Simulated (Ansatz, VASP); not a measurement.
# Sb2S: VASP beside Ansatz

```xyz
3
Lattice="0.0000 3.3754 3.3754 3.3754 0.0000 3.3754 3.3754 3.3754 0.0000" Properties=species:S:1:pos:R:3 pbc="T T T"
Sb    1.6877    1.6877    1.6877
Sb    5.0630    5.0630    5.0630
S     0.0000    0.0000    0.0000
```

Change from the starting cell: species swapped into the Sn2Pt type (Fm-3m, No. 225).

Alike in both runs: task relaxation of cell and atoms; functional PBE; k mesh 12 × 12 × 12; occupations gaussian, width 0.1 eV; no spin polarisation.

|  | VASP | Ansatz |
| --- | --- | --- |
| version | VASP 6.6.1 | Ansatz 0.2.0 |
| potentials or method | VASP PAW PBE potentials, release 64 (Sb, S), cutoff 600 eV | scalar-relativistic, plane waves, PAW |
| valence electrons in the cell | 16 | 36 |

```tsv
	VASP	Ansatz	Ansatz less VASP
gap on the k mesh at the Fermi level, each at its own relaxed structure (eV)	none	none	-
relaxed volume (Å³/atom)	26.37	26.48	+0.115
relaxed cell length with the largest relative difference (Å)	4.819	4.826	+0.0070
```

A gap of «none» marks a metal or a gap that the smearing closes. VASP's potentials hold 16 valence electrons a cell and Ansatz's 36, so a difference there can come from the potentials and not from the codes.

Neither program's run includes spin-orbit coupling.
